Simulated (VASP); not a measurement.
# HfN (P6_3/mmc) in VASP: further runs

Runs on HfN. Level: PBEsol. Tasks: single point.

All numbers are computed with VASP 6.6.1; they aren't measurements. Logs are shortened: lines on timing, memory, paths and dates and some standing lists are left out, and cuts for length are marked.

### 1 The cell of the first run

It takes space group P6_3/mmc (No. 194, hexagonal). The conventional cell has a = 3.010 Å, b = 3.010 Å, c = 5.197 Å, α = 90.00°, β = 90.00°, γ = 120.00°. Hf (site symmetry -6m2) has 6 N at 2.17 Å and 12 Hf at 3.01 to 3.13 Å within 3.2 Å. Within 3.1 Å of N (site symmetry -3m) lie 6 Hf at 2.17 Å and 8 N at 2.60 to 3.01 Å.

### 2 Single point, PBEsol

The input, INCAR:

```
  ALGO = Normal
  EDIFF = 1E-6
  ENCUT = 520
  GGA = PS
  ISIF = 2
  ISMEAR = 0
  LASPH = T
  LCHARG = T
  LELF = T
  LREAL = F
  LVHAR = T
  LWAVE = F
  NBANDS = 23
  NELM = 60
  PREC = Accurate
  SIGMA = 0.1
```

The input, KPOINTS:

```
k-points
0
Gamma
  18 18 8
```

The input, POSCAR:

```
HfN
1.0
    3.0101940400      0.0000000000      0.0000000000
   -1.5050970200      2.6069045089      0.0000000000
    0.0000000000      0.0000000000      5.1967051186
Hf N
2 2
Direct
    0.6666666667      0.3333333333      0.7500000000
    0.3333333333      0.6666666667      0.2500000000
    0.0000000000      0.0000000000      0.0000000000
    0.0000000000      0.0000000000      0.5000000000
```

Potentials or basis: VASP PAW PBE potentials, release 64 (Hf_pv, N).

Run with:

```sh
$ cat potpaw_PBE.64/Hf_pv/POTCAR potpaw_PBE.64/N/POTCAR > POTCAR
$ mpirun -np 1 vasp_std > vasp.out
```

OUTCAR:

```text
EDIFF = 1E-6
   ENCUT = 520
   GGA = PS
   ISIF = 2
   ISMEAR = 0
   LASPH = T
   LREAL = F
   NELM = 60
   PREC = Accurate

 ion  position               nearest neighbor table
   1  0.667  0.333  0.750-   3 2.17   4 2.17   3 2.17   4 2.17   3 2.17   4 2.17   2 3.13   2 3.13
                             2 3.13   2 3.13   2 3.13   2 3.13
   2  0.333  0.667  0.250-   3 2.17   4 2.17   3 2.17   4 2.17   3 2.17   4 2.17   1 3.13   1 3.13
                             1 3.13   1 3.13   1 3.13   1 3.13
   3  0.000  0.000  0.000-   1 2.17   2 2.17   2 2.17   1 2.17   1 2.17   2 2.17
   4  0.000  0.000  0.500-   1 2.17   2 2.17   2 2.17   1 2.17   1 2.17   2 2.17

  LATTYP: Found a hexagonal cell.
 ALAT       =     3.0101940400
 C/A-ratio  =     1.7263688153

  Lattice vectors:

 A1 = (   3.0101940400,   0.0000000000,   0.0000000000)
 A2 = (  -1.5050970200,   2.6069045089,   0.0000000000)
 A3 = (   0.0000000000,   0.0000000000,   5.1967051186)

Analysis of symmetry for initial positions (statically):
=====================================================================
 Subroutine PRICEL returns:
 Original cell was already a primitive cell.

 Routine SETGRP: Setting up the symmetry group for a
 hexagonal supercell.

 Subroutine GETGRP returns: Found 24 space group operations
 (whereof 12 operations were pure point group operations)
 out of a pool of 24 trial point group operations.

The static configuration has the point symmetry D_3d.
 The point group associated with its full space group is D_6h.

Analysis of symmetry for dynamics (positions and initial velocities):
=====================================================================
 Subroutine PRICEL returns:
 Original cell was already a primitive cell.

 Routine SETGRP: Setting up the symmetry group for a
 hexagonal supercell.

 Subroutine GETGRP returns: Found 24 space group operations
 (whereof 12 operations were pure point group operations)
 out of a pool of 24 trial point group operations.

The dynamic configuration has the point symmetry D_3d.
 The point group associated with its full space group is D_6h.

 Subroutine INISYM returns: Found 24 space group operations
 (whereof 12 operations are pure point group operations),
 and found     1 'primitive' translations
[... 94 lines left out ...]
   LNONCOLLINEAR =      F non collinear calculations
   LSORBIT =      F    spin-orbit coupling
   LASPH  =      T    aspherical Exc in radial PAW
   ENCUT  =  520.0 eV  38.22 Ry    6.18 a.u.   5.60  5.60  9.66*2*pi/ulx,y,z
   NELM   =     60;   NELMIN=  2; NELMDL= -5     # of ELM steps
   EDIFF  = 0.1E-05   stopping-criterion for ELM
   LREAL  =      F    real-space projection
   EDIFFG = 0.1E-04   stopping-criterion for IOM
   NSW    =      0    number of steps for IOM
   IBRION =     -1    ionic relax: 0-MD 1-quasi-New 2-CG
   NFREE  =      0    steps in history (QN), initial steepest desc. (CG)
   ISIF   =      2    stress and relaxation
   ISYM   =      2    0-nonsym 1-usesym 2-fastsym
   POTIM  = 0.5000    time-step for ionic-motion
   TEBEG  =    0.0;   TEEND  =   0.0 temperature during run
   PSTRESS=    0.0 pullay stress
   NELECT =      30.0000    total number of electrons
   NUPDOWN=      -1.0000    fix difference up-down
   EMIN   =  10.00;   EMAX   =-10.00  energy-range for DOS
   EFERMI =   0.00;   METHOD = LEGACY
   ISMEAR =     0;   SIGMA  =   0.10  broadening in eV -4-tet -1-fermi 0-gaus
   EFERMI_NEDOS =   21; number of points for ismear=-14 and -15
   IALGO  =     38    algorithm
   IMIX   =      4    mixing-type and parameters
     AMIX     =   0.40;   BMIX     =  1.00
     AMIX_MAG =   1.60;   BMIX_MAG =  1.00
  volume/ion in A,a.u.               =      10.20        68.80
  Fermi-wavevector in a.u.,A,eV,Ry     =   1.477858  2.792747 29.715996  2.184064
  Thomas-Fermi vector in A             =   2.592210
   LORBIT       =      0    0 simple, 1 ext, 2 COOP (PROOUT), +10 PAW based schemes
   GGA     = PS    functional components
   LHFCALC =     F    Hartree Fock is set to
   AEXX    =    0.0000 exact exchange contribution
   IVDW    =     0    specifies the selected vdW correction
   LEPSILON=     F    determine dielectric tensor
   LRPA    =     F    only Hartree local field effects (RPA)
 non-spin polarized calculation
 Gauss-broadening in eV      SIGMA  =   0.10
  energy-cutoff  :      520.00
  volume of cell :       40.78
 maximum number of plane-waves:      1135
 NGX is ok and might be reduce to    24
   NGX = 11   NGY = 11   NGZ = 19

 number of electron      30.0000001 magnetization

 Free energy of the ion-electron system (eV)
  ---------------------------------------------------
  ext. energy  EPLUGINS =         0.00000000
  ---------------------------------------------------
  free energy    TOTEN  =       -45.38002007 eV

  energy without entropy =      -45.37739734  energy(sigma->0) =      -45.37870870

 E-fermi :   8.8616     XC(G=0): -13.5525

 val. band max:        8.8536232061   @ k =   0.1111   0.0000   0.2500
 cond. band min:       8.8670109560   @ k =   0.0556   0.0000   0.1250
 fundamental gap:      0.0133877500
 Fermi energy:         8.8615656631

 k-point     1 :       0.0000    0.0000    0.0000
  band No.  band energies     occupation
      1     -22.7835      2.00000
      2     -21.4058      2.00000
      3     -21.3031      2.00000
      4     -21.3031      2.00000
      5     -21.2148      2.00000
      6     -21.2148      2.00000
[... 613 lines left out ...]
     22      16.3042      0.00000
     23      17.2324      0.00000

 [... further k-points ...]

------------------------ aborting loop because EDIFF is reached ----------------------------------------

  FORCE on cell =-STRESS in cart. coord.  units (eV):
  Direction    XX          YY          ZZ          XY          YZ          ZX
  --------------------------------------------------------------------------------------
  -------------------------------------------------------------------------------------
  Total        9.6571483      9.6571483      9.7097191      0.0000000     -0.0000000      0.0000000
  in kB      379.4126390    379.4126390    381.4780537      0.0000000     -0.0000000      0.0000000
  external PRESSURE =     380.1011106 kB  Pullay stress =       0.0000000 kB

 VOLUME and BASIS-vectors are now :
 -----------------------------------------------------------------------------
  energy-cutoff  :      520.00
  volume of cell :       40.78
      direct lattice vectors                 reciprocal lattice vectors
     3.010194040  0.000000000  0.000000000     0.332204498  0.191798356  0.000000000
    -1.505097020  2.606904509  0.000000000     0.000000000  0.383596713  0.000000000
     0.000000000  0.000000000  5.196705119     0.000000000  0.000000000  0.192429622

 POSITION                                       TOTAL-FORCE (eV/Angst)
 -----------------------------------------------------------------------------------
      1.50510      0.86897      3.89753        -0.000000      0.000000      0.000000
     -0.00000      1.73794      1.29918         0.000000      0.000000      0.000000
      0.00000      0.00000      0.00000        -0.000000      0.000000      0.000000
      0.00000      0.00000      2.59835        -0.000000      0.000000      0.000000
 -----------------------------------------------------------------------------------
    total drift:                               -0.000000      0.000000     -0.000000

  FREE ENERGIE OF THE ION-ELECTRON SYSTEM (eV)
  ---------------------------------------------------
  free  energy   TOTEN  =       -45.3800200686 eV

  energy  without entropy=      -45.3773973379  energy(sigma->0) =      -45.37870870
```

OSZICAR:

```text
N       E                     dE             d eps       ncg     rms          rms(c)
DAV:   1     0.112307979550E+03    0.11231E+03   -0.16781E+04  8510   0.133E+03
DAV:   2    -0.450103938990E+02   -0.15732E+03   -0.14948E+03 11018   0.321E+02
DAV:   3    -0.509075192543E+02   -0.58971E+01   -0.58513E+01 11070   0.504E+01
DAV:   4    -0.509497638343E+02   -0.42245E-01   -0.42222E-01  9684   0.455E+00
DAV:   5    -0.509501987405E+02   -0.43491E-03   -0.43486E-03 11286   0.388E-01    0.952E+01
DAV:   6    -0.454876705352E+02    0.54625E+01   -0.22006E+01 10089   0.263E+01    0.697E+01
DAV:   7    -0.454006224966E+02    0.87048E-01   -0.14313E+00 10009   0.759E+00    0.173E+01
DAV:   8    -0.453837590722E+02    0.16863E-01   -0.56107E-02 11153   0.148E+00    0.241E+00
DAV:   9    -0.453804230479E+02    0.33360E-02   -0.18289E-02  9616   0.841E-01    0.197E+00
DAV:  10    -0.453800789075E+02    0.34414E-03   -0.31630E-03 10469   0.360E-01    0.460E-01
DAV:  11    -0.453800231541E+02    0.55753E-04   -0.33978E-04 10424   0.127E-01    0.170E-01
DAV:  12    -0.453800199215E+02    0.32326E-05   -0.29120E-05 10445   0.371E-02    0.121E-02
DAV:  13    -0.453800200686E+02   -0.14711E-06   -0.73465E-07  6867   0.637E-03
   1 F= -.45380020E+02 E0= -.45378709E+02  d E =-.262273E-02
```

stdout:

```text
POSCAR found type information on POSCAR HfN
 POSCAR found :  2 types and       4 ions
 scaLAPACK will be used
 -----------------------------------------------------------------------------
|                                                                             |
|                                                                             |
|     You enforced a specific xc type in the INCAR file but a different       |
|     I HOPE YOU KNOW WHAT YOU ARE DOING!                                     |
|                                                                             |
 -----------------------------------------------------------------------------

 LDA part: xc-table for (Slater+PW92), standard interpolation
 POSCAR, INCAR and KPOINTS ok, starting setup
 FFT: planning ... GRIDC
 FFT: planning ... GRID_SOFT
 FFT: planning ... GRID
 WAVECAR not read
 entering main loop
```

Wall time 2.9 min (1 thread of Intel Xeon 8259CL, shared host); peak memory 0.28 GiB.

Results:

```yaml
Free_energy: -45.3800 eV
Pressure: 38.0 GPa
Band_gap_on_the_k_mesh: zero (bands 15 and 16 overlap by 2.74 eV)
```

Caveat: the cell stands under pressure; the PAW data sets were made with another functional, which shifts forces and pressure a little; spin-orbit coupling is left out, which moves the levels of the heavy elements.

### 3 Single point, PBEsol

This run uses another cell than the first one, of 10.72 Å³/atom.

The input, INCAR:

```
SYSTEM = HfN
  PREC = Accurate
  ENCUT = 520
  EDIFF = 1E-6
  ISMEAR = 0
  SIGMA = 0.1
  LREAL = .False.
  LASPH = .True.
  NELM = 60
  ALGO = Normal
  ISIF = 2
  LWAVE = .False.
  LCHARG = .False.
  GGA = PS
  NBANDS = 23
```

The input, KPOINTS:

```
regular mesh
0
Gamma
  18 18 8
  0 0 0
```

The input, POSCAR:

```
HfN
1.0
    3.0622625935      0.0000000000      0.0000000000
   -1.5311312968      2.6519971990      0.0000000000
    0.0000000000      0.0000000000      5.2812530521
Hf N
2 2
Direct
    0.6666666667      0.3333333333      0.7500000000
    0.3333333333      0.6666666667      0.2500000000
    0.0000000000      0.0000000000      0.0000000000
    0.0000000000      0.0000000000      0.5000000000
```

Potentials or basis: VASP PAW PBE potentials, release 64 (Hf_pv, N).

Run with:

```sh
$ cat potpaw_PBE.64/Hf_pv/POTCAR potpaw_PBE.64/N/POTCAR > POTCAR
$ mpirun -np 1 vasp_std > vasp.out
```

OUTCAR:

```text
SYSTEM = HfN
   PREC = Accurate
   ENCUT = 520
   EDIFF = 1E-6
   ISMEAR = 0
   LREAL = .False.
   LASPH = .True.
   NELM = 60
   ISIF = 2
   GGA = PS

 ion  position               nearest neighbor table
   1  0.667  0.333  0.750-   3 2.21   4 2.21   3 2.21   4 2.21   3 2.21   4 2.21   2 3.18   2 3.18
                             2 3.18   2 3.18   2 3.18   2 3.18
   2  0.333  0.667  0.250-   3 2.21   4 2.21   3 2.21   4 2.21   3 2.21   4 2.21   1 3.18   1 3.18
                             1 3.18   1 3.18   1 3.18   1 3.18
   3  0.000  0.000  0.000-   1 2.21   2 2.21   2 2.21   1 2.21   1 2.21   2 2.21
   4  0.000  0.000  0.500-   1 2.21   2 2.21   2 2.21   1 2.21   1 2.21   2 2.21

  LATTYP: Found a hexagonal cell.
 ALAT       =     3.0622625935
 C/A-ratio  =     1.7246244863

  Lattice vectors:

 A1 = (   3.0622625935,   0.0000000000,   0.0000000000)
 A2 = (  -1.5311312968,   2.6519971990,   0.0000000000)
 A3 = (   0.0000000000,   0.0000000000,   5.2812530521)

Analysis of symmetry for initial positions (statically):
=====================================================================
 Subroutine PRICEL returns:
 Original cell was already a primitive cell.

 Routine SETGRP: Setting up the symmetry group for a
 hexagonal supercell.

 Subroutine GETGRP returns: Found 24 space group operations
 (whereof 12 operations were pure point group operations)
 out of a pool of 24 trial point group operations.

The static configuration has the point symmetry D_3d.
 The point group associated with its full space group is D_6h.

Analysis of symmetry for dynamics (positions and initial velocities):
=====================================================================
 Subroutine PRICEL returns:
 Original cell was already a primitive cell.

 Routine SETGRP: Setting up the symmetry group for a
 hexagonal supercell.

 Subroutine GETGRP returns: Found 24 space group operations
 (whereof 12 operations were pure point group operations)
[... 126 lines left out ...]
     AMIX     =   0.40;   BMIX     =  1.00
     AMIX_MAG =   1.60;   BMIX_MAG =  1.00
  volume/ion in A,a.u.               =      10.72        72.36
  Fermi-wavevector in a.u.,A,eV,Ry     =   1.453219  2.746186 28.733405  2.111846
  Thomas-Fermi vector in A             =   2.570511
   LORBIT       =      0    0 simple, 1 ext, 2 COOP (PROOUT), +10 PAW based schemes
   GGA     = PS    functional components
   LHFCALC =     F    Hartree Fock is set to
   AEXX    =    0.0000 exact exchange contribution
   IVDW    =     0    specifies the selected vdW correction
   LEPSILON=     F    determine dielectric tensor
   LRPA    =     F    only Hartree local field effects (RPA)
 non-spin polarized calculation
 Gauss-broadening in eV      SIGMA  =   0.10
  energy-cutoff  :      520.00
  volume of cell :       42.89
 maximum number of plane-waves:      1184
 NGX is ok and might be reduce to    24
   NGX = 11   NGY = 11   NGZ = 19

 number of electron      29.9999992 magnetization

 Free energy of the ion-electron system (eV)
  ---------------------------------------------------
  ext. energy  EPLUGINS =         0.00000000
  ---------------------------------------------------
  free energy    TOTEN  =       -45.74408604 eV

  energy without entropy =      -45.74149497  energy(sigma->0) =      -45.74279050

 E-fermi :   8.3911     XC(G=0): -13.2814

 val. band max:        8.3859779599   @ k =   0.2222  -0.0000   0.5000
 cond. band min:       8.4090644545   @ k =   0.1111   0.0000   0.2500
 fundamental gap:      0.0230864946
 Fermi energy:         8.3911489699

 k-point     1 :       0.0000    0.0000    0.0000
  band No.  band energies     occupation
      1     -23.2254      2.00000
      2     -22.0782      2.00000
      3     -21.9788      2.00000
      4     -21.9788      2.00000
      5     -21.9017      2.00000
      6     -21.9017      2.00000
[... 613 lines left out ...]
     22      15.3662      0.00000
     23      16.2870      0.00000

 [... further k-points ...]

------------------------ aborting loop because EDIFF is reached ----------------------------------------

  FORCE on cell =-STRESS in cart. coord.  units (eV):
  Direction    XX          YY          ZZ          XY          YZ          ZX
  --------------------------------------------------------------------------------------
  -------------------------------------------------------------------------------------
  Total        4.7722399      4.7722399      4.8207952     -0.0000000      0.0000000      0.0000000
  in kB      178.2708682    178.2708682    180.0846902     -0.0000000      0.0000000      0.0000000
  external PRESSURE =     178.8754755 kB  Pullay stress =       0.0000000 kB

 VOLUME and BASIS-vectors are now :
 -----------------------------------------------------------------------------
  energy-cutoff  :      520.00
  volume of cell :       42.89
      direct lattice vectors                 reciprocal lattice vectors
     3.062262593  0.000000000  0.000000000     0.326555927  0.188537152  0.000000000
    -1.531131297  2.651997199  0.000000000     0.000000000  0.377074305  0.000000000
     0.000000000  0.000000000  5.281253052     0.000000000  0.000000000  0.189349003

 POSITION                                       TOTAL-FORCE (eV/Angst)
 -----------------------------------------------------------------------------------
      1.53113      0.88400      3.96094         0.000000      0.000000      0.000000
     -0.00000      1.76800      1.32031        -0.000000      0.000000      0.000000
      0.00000      0.00000      0.00000         0.000000      0.000000      0.000000
      0.00000      0.00000      2.64063        -0.000000      0.000000      0.000000
 -----------------------------------------------------------------------------------
    total drift:                                0.000000     -0.000000      0.000000

  FREE ENERGIE OF THE ION-ELECTRON SYSTEM (eV)
  ---------------------------------------------------
  free  energy   TOTEN  =       -45.7440860356 eV

  energy  without entropy=      -45.7414949725  energy(sigma->0) =      -45.74279050
```

Wall time 3.4 min (1 thread of Intel Xeon 8259CL, shared host); peak memory 0.28 GiB.

Results:

```yaml
Free_energy: -45.7441 eV
Pressure: 17.9 GPa
Band_gap_on_the_k_mesh: zero (bands 15 and 16 overlap by 2.57 eV)
```

Caveat: the cell stands under pressure; the PAW data sets were made with another functional, which shifts forces and pressure a little; spin-orbit coupling is left out, which moves the levels of the heavy elements.

(Continued in part 2 of 2.)
